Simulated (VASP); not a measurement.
Here is a VASP 6.6.1 calculation.

Contents of INCAR:

```
SYSTEM = Sb
ALGO = Normal
EDIFF = 1E-6
ENCUT = 520
GGA = PS
ISIF = 2
ISMEAR = -1
LASPH = .True.
LCHARG = .False.
LREAL = .False.
LWAVE = .False.
NBANDS = 12
NELM = 60
PREC = Accurate
SIGMA = 0.05
```

KPOINTS

```
k-points
0
Gamma
  9 6 6
  0 0 0
```

Contents of POSCAR:

```
Sb
1.0
    3.0586616250      0.0000000000      0.0000000000
    0.0000000000      4.2587682402      0.0000000000
   -0.0381205934      0.0000000000      4.3159114163
Sb
2
Direct
    0.0113890000      0.2500000000      0.2411660000
    0.9886110000      0.7500000000      0.7588340000
```

Potentials or basis: VASP PAW PBE potentials, release 64 (Sb).

Run with:

```sh
$ cat potpaw_PBE.64/Sb/POTCAR > POTCAR
$ mpirun -np 1 vasp_std > vasp.out
```

(1) Predict the largest force.

(2) Predict the pressure.

(3) Estimate the band gap on the k mesh.

## Answers

(1) 0.153 eV/Å.

(2) 1.6 GPa.

(3) zero (band 5 reaches 13.22 eV, above the bottom of band 6 at 4.29 eV).

Caveat: the PAW data sets were made with another functional, which shifts forces and pressure a little; spin-orbit coupling is left out, which moves the levels of the heavy elements.
